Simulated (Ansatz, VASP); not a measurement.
## One calculation of MgSe, two programs

```
Mg Se
1.0
     0.00000    2.69586    2.69586
     2.69586    0.00000    2.69586
     2.69586    2.69586    0.00000
Mg Se
1 1
Cartesian
  0.0000 0.0000 0.0000
  2.6959 2.6959 2.6959
```

Alike in both runs: task single point; functional LDA; k mesh 10 × 10 × 10; occupations gaussian, width 0.02 eV; no spin polarisation.

|  | VASP | Ansatz |
| --- | --- | --- |
| version | VASP 6.6.1 | Ansatz 0.2.0 |
| potentials or method | VASP PAW LDA potentials, release 64 (Mg, Se), cutoff 600 eV | scalar-relativistic, plane waves, PAW |
| valence electrons in the cell | 8 | 26 |

Ansatz gave:

```
gap on the k mesh at the Fermi level (eV) : 1.72
least direct gap on the mesh (eV)         : 2.60
pressure (GPa)                            : 0.0
```

What did VASP give for the same quantities?

gap on the k mesh at the Fermi level (eV): 1.70; least direct gap on the mesh (eV): 2.62; pressure (GPa): -0.3.

Ansatz warns that its potentials were made for another functional, while VASP's fit it. LDA's correlation is that of Perdew and Zunger in VASP and of Perdew and Wang (1992) in Ansatz. VASP's potentials hold 8 valence electrons a cell and Ansatz's 26, so a difference there can come from the potentials and not from the codes.
